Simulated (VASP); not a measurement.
# Pd (Fm-3m) in VASP: settings compared

The runs below take Pd through single point, with SVWN5, LDA, r2SCAN+rVV10.

All numbers are computed with VASP 6.6.1; they aren't measurements. Logs are shortened: lines on timing, memory, paths and dates and some standing lists are left out, and cuts for length are marked.

## 1. The cell of the first run

The structure is cubic, space group Fm-3m (No. 225). Conventional cell: a = 3.969 Å, b = 3.969 Å, c = 3.969 Å, α = 90.00°, β = 90.00°, γ = 90.00°. Pd (site symmetry m-3m) has 12 Pd at 2.81 Å within 3.7 Å.

## 2. Single point, SVWN5

Input file INCAR:

```
  PREC = Accurate
  ENCUT = 520
  EDIFF = 1E-6
  ISMEAR = -1
  SIGMA = 0.05
  LREAL = F
  LASPH = T
  NELM = 60
  ALGO = Normal
  ISIF = 2
  LWAVE = F
  LCHARG = F
  GGA = VW
  NBANDS = 11
```

Input file KPOINTS:

```
Automatic mesh
0
Gamma
  12 12 12
```

Input file POSCAR:

```
Pd
1.0
    0.0000000000      1.9846763588      1.9846763588
    1.9846763588      0.0000000000      1.9846763588
    1.9846763588      1.9846763588      0.0000000000
Pd
1
Direct
    0.0000000000      0.0000000000      0.0000000000
```

Potentials or basis: VASP PAW PBE potentials, release 64 (Pd).

Started as:

```bash
> cat potpaw_PBE.64/Pd/POTCAR > POTCAR
> mpirun -np 1 vasp_std > vasp.out
```

OUTCAR:

```text
PREC = Accurate
   ENCUT = 520
   EDIFF = 1E-6
   ISMEAR = -1
   LREAL = F
   LASPH = T
   NELM = 60
   ISIF = 2
   GGA = VW

 ion  position               nearest neighbor table
   1  0.000  0.000  0.000-

  LATTYP: Found a face centered cubic cell.
 ALAT       =     3.9693527176

  Lattice vectors:

 A1 = (   0.0000000000,   1.9846763588,   1.9846763588)
 A2 = (   1.9846763588,   0.0000000000,   1.9846763588)
 A3 = (   1.9846763588,   1.9846763588,   0.0000000000)

Analysis of symmetry for initial positions (statically):
[... 33 lines left out ...]
                                     Primitive cell

  volume of cell :      15.6350

  direct lattice vectors                    reciprocal lattice vectors
     0.000000000  1.984676359  1.984676359    -0.251930244  0.251930244  0.251930244
     1.984676359  0.000000000  1.984676359     0.251930244 -0.251930244  0.251930244
     1.984676359  1.984676359  0.000000000     0.251930244  0.251930244 -0.251930244

  length of vectors
     2.806756224  2.806756224  2.806756224     0.436355983  0.436355983  0.436355983

  position of ions in fractional coordinates (direct lattice)
     0.000000000  0.000000000  0.000000000

  ion indices of the primitive-cell ions
   primitive index   ion index
                 1           1

----------------------------------------------------------------------------------------

 KPOINTS: Automatic mesh

Automatic generation of k-mesh.
 Grid dimensions read from file:
 generate k-points for:   12   12   12

 Generating k-lattice:

  Cartesian coordinates                     Fractional coordinates (reciprocal lattice)
    -0.020994187  0.020994187  0.020994187     0.083333333  0.000000000  0.000000000
     0.020994187 -0.020994187  0.020994187     0.000000000  0.083333333  0.000000000
     0.020994187  0.020994187 -0.020994187     0.000000000  0.000000000  0.083333333

  Length of vectors
     0.036362999  0.036362999  0.036362999

  Shift w.r.t. Gamma in fractional coordinates (k-lattice)
     0.000000000  0.000000000  0.000000000

 Subroutine IBZKPT returns following result:
 ===========================================

 Found     72 irreducible k-points:

 Following reciprocal coordinates:
            Coordinates               Weight
  0.000000  0.000000  0.000000      1.000000
  0.083333  0.000000  0.000000      8.000000
  0.166667  0.000000  0.000000      8.000000
  0.250000  0.000000  0.000000      8.000000
  0.333333  0.000000  0.000000      8.000000
  0.416667  0.000000  0.000000      8.000000
[... 16 lines left out ...]
  0.500000  0.166667  0.000000     24.000000
 -0.416667  0.166667  0.000000     24.000000
 [... further k-points ...]
   k-points           NKPTS =     72   k-points in BZ     NKDIM =     72   number of bands    NBANDS=     11
   number of dos      NEDOS =    301   number of ions     NIONS =      1
   total plane-waves  NPLWV =  13824
   dimension x,y,z NGX =    24 NGY =   24 NGZ =   24
   dimension x,y,z NGXF=    48 NGYF=   48 NGZF=   48
   ions per type =               1
   NGX,Y,Z   is equivalent  to a cutoff of  14.22, 14.22, 14.22 a.u.
   NGXF,Y,Z  is equivalent  to a cutoff of  28.43, 28.43, 28.43 a.u.
 SYSTEM =  unknown system
   PREC   = accura    normal or accurate (medium, high low for compatibility)
   ISTART =      0    job   : 0-new  1-cont  2-samecut
   ICHARG =      2    charge: 1-file 2-atom 10-const
   ISPIN  =      1    spin polarized calculation?
   LNONCOLLINEAR =      F non collinear calculations
   LSORBIT =      F    spin-orbit coupling
   LASPH  =      T    aspherical Exc in radial PAW
   ENCUT  =  520.0 eV  38.22 Ry    6.18 a.u.   5.22  5.22  5.22*2*pi/ulx,y,z
   NELM   =     60;   NELMIN=  2; NELMDL= -5     # of ELM steps
   EDIFF  = 0.1E-05   stopping-criterion for ELM
   LREAL  =      F    real-space projection
   EDIFFG = 0.1E-04   stopping-criterion for IOM
   NSW    =      0    number of steps for IOM
   IBRION =     -1    ionic relax: 0-MD 1-quasi-New 2-CG
   NFREE  =      0    steps in history (QN), initial steepest desc. (CG)
   ISIF   =      2    stress and relaxation
   ISYM   =      2    0-nonsym 1-usesym 2-fastsym
   POTIM  = 0.5000    time-step for ionic-motion
   TEBEG  =    0.0;   TEEND  =   0.0 temperature during run
   PSTRESS=    0.0 pullay stress
   NELECT =      10.0000    total number of electrons
   NUPDOWN=      -1.0000    fix difference up-down
   EMIN   =  10.00;   EMAX   =-10.00  energy-range for DOS
   EFERMI =   0.00;   METHOD = LEGACY
   ISMEAR =    -1;   SIGMA  =   0.05  broadening in eV -4-tet -1-fermi 0-gaus
   EFERMI_NEDOS =   21; number of points for ismear=-14 and -15
   IALGO  =     38    algorithm
   IMIX   =      4    mixing-type and parameters
     AMIX     =   0.40;   BMIX     =  1.00
     AMIX_MAG =   1.60;   BMIX_MAG =  1.00
  volume/ion in A,a.u.               =      15.64       105.51
  Fermi-wavevector in a.u.,A,eV,Ry     =   1.410507  2.665471 27.069185  1.989529
  Thomas-Fermi vector in A             =   2.532453
   LORBIT       =      0    0 simple, 1 ext, 2 COOP (PROOUT), +10 PAW based schemes
   GGA     = VW    functional components
   LHFCALC =     F    Hartree Fock is set to
   AEXX    =    0.0000 exact exchange contribution
   IVDW    =     0    specifies the selected vdW correction
   LEPSILON=     F    determine dielectric tensor
   LRPA    =     F    only Hartree local field effects (RPA)
 non-spin polarized calculation
  energy-cutoff  :      520.00
  volume of cell :       15.64
 maximum number of plane-waves:       444
 NGX is ok and might be reduce to    24
   NGX = 11   NGY = 11   NGZ = 11

 number of electron      10.0000001 magnetization

 Free energy of the ion-electron system (eV)
  ---------------------------------------------------
  ext. energy  EPLUGINS =         0.00000000
  ---------------------------------------------------
  free energy    TOTEN  =        -6.40417542 eV

  energy without entropy =       -6.38309966  energy(sigma->0) =       -6.39363754

 E-fermi :   8.4380     XC(G=0): -13.1629

 val. band max:        8.4348541587   @ k =   0.4167   0.4167   0.0000
 cond. band min:       8.4426247280   @ k =   0.5000   0.0833   0.0000
 fundamental gap:      0.0077705693
 Fermi energy:         8.4380121400

 k-point     1 :       0.0000    0.0000    0.0000
  band No.  band energies     occupation
      1       1.6493      2.00000
      2       5.8453      2.00000
      3       5.8453      2.00000
      4       5.8453      2.00000
      5       7.3416      2.00000
      6       7.3416      2.00000
      7      25.6313      0.00000
      8      29.9994      0.00000
      9      29.9994      0.00000
     10      29.9994      0.00000
     11      34.5682      0.00000

 k-point     2 :       0.0833    0.0000    0.0000
  band No.  band energies     occupation
      1       1.8876      2.00000
      2       5.7680      2.00000
      3       5.9237      2.00000
      4       5.9237      2.00000
      5       7.3070      2.00000
      6       7.3070      2.00000
      7      25.8355      0.00000
      8      28.5237      0.00000
      9      30.2417      0.00000
     10      30.2417      0.00000
     11      34.7892      0.00000

 k-point     3 :       0.1667    0.0000    0.0000
  band No.  band energies     occupation
      1       2.5382      2.00000
      2       5.6327      2.00000
      3       6.0835      2.00000
      4       6.0835      2.00000
      5       7.2845      2.00000
      6       7.2845      2.00000
      7      25.2760      0.00000
      8      26.8133      0.00000
      9      30.8422      0.00000
     10      30.8422      0.00000
     11      33.9523      0.00000

 k-point     4 :       0.2500    0.0000    0.0000
  band No.  band energies     occupation
      1       3.2954      2.00000
      2       5.8081      2.00000
      3       6.1222      2.00000
      4       6.1222      2.00000
      5       7.4785      2.00000
      6       7.4785      2.00000
      7      22.4335      0.00000
      8      26.5597      0.00000
      9      31.2146      0.00000
     10      31.2146      0.00000
     11      33.6108      0.00000

 k-point     5 :       0.3333    0.0000    0.0000
  band No.  band energies     occupation
      1       3.6070      2.00000
      2       6.0018      2.00000
      3       6.0018      2.00000
      4       6.8629      2.00000
      5       7.8896      1.99997
      6       7.8896      1.99997
      7      19.3554      0.00000
      8      25.8506      0.00000
      9      30.3600      0.00000
     10      30.3600      0.00000
     11      34.1441      0.00000
[... 211 lines left out ...]
 k-point    21 :       0.3333    0.1667    0.0000
  band No.  band energies     occupation
      1       4.0239      2.00000
      2       5.1068      2.00000
      3       6.0221      2.00000
      4       6.6297      2.00000
      5       8.0812      1.99841
      6       8.0884      1.99816
      7      21.8571      0.00000
      8      26.3939      0.00000
      9      26.6220      0.00000
     10      28.8589      0.00000
     11      33.5724      0.00000

 k-point    22 :       0.4167    0.1667    0.0000
  band No.  band energies     occupation
      1       4.0992      2.00000
      2       5.4831      2.00000
      3       5.9965      2.00000
      4       6.5070      2.00000
      5       8.3933      1.41968
      6       9.5808      0.00000
      7      18.7193      0.00000
      8      25.3894      0.00000
      9      26.2994      0.00000
     10      28.0544      0.00000
     11      34.7467      0.00000

 k-point    23 :       0.5000    0.1667    0.0000
  band No.  band energies     occupation
      1       4.0732      2.00000
      2       5.4306      2.00000
      3       6.3760      2.00000
      4       6.5008      2.00000
      5       8.4712      0.67982
      6      11.3835      0.00000
      7      16.0429      0.00000
      8      24.4788      0.00000
      9      26.5679      0.00000
     10      27.2340      0.00000
     11      34.7807      0.00000

 k-point    24 :      -0.4167    0.1667    0.0000
  band No.  band energies     occupation
      1       4.1193      2.00000
      2       5.4351      2.00000
      3       6.3143      2.00000
      4       6.6966      2.00000
      5       8.2261      1.97154
      6      11.9221      0.00000
      7      15.5254      0.00000
      8      23.8265      0.00000
      9      26.8838      0.00000
     10      27.5789      0.00000
     11      34.7697      0.00000

 [... further k-points ...]
[... 5 lines left out ...]
  --------------------------------------------------------------------------------------
  -------------------------------------------------------------------------------------
  Total       -1.7405869     -1.7405869     -1.7405869      0.0000000      0.0000000      0.0000000
  in kB     -178.3640045   -178.3640045   -178.3640045      0.0000000      0.0000000      0.0000000
  external PRESSURE =    -178.3640045 kB  Pullay stress =       0.0000000 kB

 VOLUME and BASIS-vectors are now :
 -----------------------------------------------------------------------------
  energy-cutoff  :      520.00
  volume of cell :       15.64
      direct lattice vectors                 reciprocal lattice vectors
     0.000000000  1.984676359  1.984676359    -0.251930244  0.251930244  0.251930244
     1.984676359  0.000000000  1.984676359     0.251930244 -0.251930244  0.251930244
     1.984676359  1.984676359  0.000000000     0.251930244  0.251930244 -0.251930244

 POSITION                                       TOTAL-FORCE (eV/Angst)
 -----------------------------------------------------------------------------------
      0.00000      0.00000      0.00000         0.000000      0.000000      0.000000
 -----------------------------------------------------------------------------------
    total drift:                               -0.000000     -0.000000     -0.000000

  FREE ENERGIE OF THE ION-ELECTRON SYSTEM (eV)
  ---------------------------------------------------
  free  energy   TOTEN  =        -6.4041754232 eV

  energy  without entropy=       -6.3830996608  energy(sigma->0) =       -6.39363754
```

It took 5.7 s on 1 thread of Intel Xeon Platinum 8488C (Sapphire Rapids), shared host; peak memory 0.13 GiB.

What came out:

```
Free energy            : -6.4042 eV
Pressure               : -17.8 GPa
Band gap on the k mesh : zero (band 5 reaches 8.71 eV, above the bottom of band 6 at 7.28 eV)
```

Caveat: the PAW data sets were made with another functional, which shifts forces and pressure a little.

## 3. Single point, LDA

This run uses another cell than the first one, of 15.05 Å³/atom, 0.962 times its volume.

Input file INCAR:

```
SYSTEM = Pd
PREC     = Accurate       ! precision mode
ENCUT    = 520            ! plane-wave cutoff, eV
EDIFF    = 1E-6           ! SCF threshold, eV
ISMEAR   = -1             ! smearing method
SIGMA    = 0.05           ! smearing width, eV
LREAL    = .False.        ! projectors in reciprocal space
LASPH    = .True.         ! aspherical terms in the spheres
NELM     = 60             ! most SCF steps
ALGO     = Normal         ! electronic algorithm
ISIF     = 2              ! what is computed and relaxed
LWAVE    = .False.        ! write WAVECAR
LCHARG   = .False.        ! write CHGCAR
GGA      = CA             ! functional
NBANDS   = 11             ! bands
```

Input file KPOINTS:

```
regular mesh
0
Gamma
  12 12 12
  0 0 0
```

Input file POSCAR:

```
Pd
1.0
    0.0000000000      1.9593911042      1.9593911042
    1.9593911042      0.0000000000      1.9593911042
    1.9593911042      1.9593911042      0.0000000000
Pd
1
Direct
    0.0000000000      0.0000000000      0.0000000000
```

Potentials or basis: VASP PAW LDA potentials, release 64 (Pd).

Started as:

```bash
> cat potpaw_LDA.64/Pd/POTCAR > POTCAR
> mpirun -np 1 vasp_std > vasp.out
```

Wall time 5.7 s (1 thread of Intel Xeon Platinum 8488C (Sapphire Rapids), shared host); peak memory 0.14 GiB.

Results (log left out):

* Free energy: -6.4751 eV
* Pressure: -11.8 GPa
* Band gap on the k mesh: zero (band 5 reaches 9.52 eV, above the bottom of band 6 at 7.99 eV)

Levels at points of the mesh, in eV from the Fermi level:
```
           k point  band 3  band 4  band 5  band 6  band 7  band 8
(0.00, 0.00, 0.00)   -2.76   -2.76   -1.17   -1.17   17.16   21.76
(0.50, 0.00, 0.00)   -2.80    0.00    0.00    1.02    7.11   16.52
(0.50, 0.50, 0.00)   -0.02    0.30    0.30    3.28   10.53   12.99
```

## 4. Single point, LDA

Input file INCAR:

```
SYSTEM = Pd
PREC = Accurate
ENCUT = 520
EDIFF = 1E-7
ISMEAR = -1
SIGMA = 0.05
LREAL = .False.
LASPH = .True.
NELM = 100
ALGO = Fast
ISIF = 2
LWAVE = .False.
LCHARG = .False.
GGA = CA
NBANDS = 11
```

Input file KPOINTS:

```
Automatic mesh
0
Gamma
  12 12 12
  0 0 0
```

Input file POSCAR:

```
Pd
1.0
    0.0000000000      1.9846763588      1.9846763588
    1.9846763588      0.0000000000      1.9846763588
    1.9846763588      1.9846763588      0.0000000000
Pd
1
Direct
    0.0000000000      0.0000000000      0.0000000000
```

Started as:

```bash
> cat potpaw_LDA.64/Pd/POTCAR > POTCAR
> mpirun -np 1 vasp_std > vasp.out
```

Wall time 7 s (1 thread of Intel Xeon Platinum 8488C (Sapphire Rapids), shared host); peak memory 0.13 GiB.

Results (log left out):

```
Free energy            : -6.4216 eV
Pressure               : -17.2 GPa
Band gap on the k mesh : zero (band 5 reaches 8.87 eV, above the bottom of band 6 at 7.44 eV)
```

Levels at points of the mesh, in eV from the Fermi level:
| k point | band 3 | band 4 | band 5 | band 6 | band 7 | band 8 |
| --- | --- | --- | --- | --- | --- | --- |
| (0.00, 0.00, 0.00) | -2.60 | -2.60 | -1.10 | -1.10 | 17.12 | 21.51 |
| (0.50, 0.00, 0.00) | -2.62 | -0.01 | -0.01 | 1.10 | 6.82 | 16.48 |
| (0.50, 0.50, 0.00) | -0.02 | 0.27 | 0.27 | 3.28 | 10.14 | 12.77 |

(Continued in part 2 of 2.)
